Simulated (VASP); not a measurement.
Ni, 2 atoms in the cell. The structure is hexagonal, space group P6_3/mmc (No. 194). The conventional cell has a = 2.483 Å, b = 2.483 Å, c = 4.089 Å, α = 90.00°, β = 90.00°, γ = 120.00°. Within 3.3 Å of Ni (site symmetry -6m2) lie 12 Ni at 2.48 to 2.50 Å. This isn't the form of Ni at room conditions, which is fcc.

| Property | Result |
| --- | --- |
| Program | VASP 6.6.1 |
| Task | single point |
| Functional | PBE |
| Potentials or basis | VASP PAW PBE potentials, release 64 (Ni) |
| Cutoff | 600 eV |
| k mesh | 20 × 20 × 10 |
| Occupations | gaussian, width 0.05 eV |
| Spin | collinear spin, antiferromagnetic start |
| Starting moments | [0.8, -0.8] μB |
| Dipole correction | no |
| Further INCAR settings | ALGO = Normal; EDIFF = 1e-06; NBANDS = 21 |

Potentials or basis: VASP PAW PBE potentials, release 64 (Ni).

Run with:

```console
$ cat potpaw_PBE.64/Ni/POTCAR > POTCAR
$ mpirun -np 1 vasp_std > vasp.out
```

Hardware: 1 thread of Oxide Virtual Turin-like Processor (shared host).

Q: Estimate the wall time of this run.

A: It took 6.1 min on 1 thread of Oxide Virtual Turin-like Processor, on a shared host, peak memory 0.28 GiB. Counts: scf iterations 14, k points 264.
